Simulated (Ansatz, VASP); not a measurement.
## Hf in VASP and in Ansatz

```
CELL_PARAMETERS angstrom
3.20442 0.00000 0.00000
-1.60221 2.77511 0.00000
0.00000 0.00000 5.06501
ATOMIC_POSITIONS crystal
Hf 0.33333 0.66667 0.25000
Hf 0.66667 0.33333 0.75000
```

Alike in both runs: functional PBE; k mesh 14 × 14 × 8; occupations fermi-dirac, width 0.05 eV; no spin polarisation.

Ansatz relaxed the structure, and its values are those at the end. VASP's run is a single point on that final structure, the one shown.

|  | VASP | Ansatz |
| --- | --- | --- |
| version | VASP 6.6.1 | Ansatz 0.2.0 |
| potentials or method | VASP PAW PBE potentials, release 64 (Hf_pv) | PAW with Ansatz's default frozen-core files, scalar-relativistic |
| plane-wave cutoff (eV) | 520 | 420 |
| valence electrons in the cell | 20 | 52 |

```tsv
	VASP	Ansatz	Ansatz less VASP
pressure (GPa)	-0.4	0.0	+0.44
```

VASP's potentials hold 20 valence electrons a cell and Ansatz's 52, so a difference there can come from the potentials and not from the codes.

Neither program's run includes spin-orbit coupling.
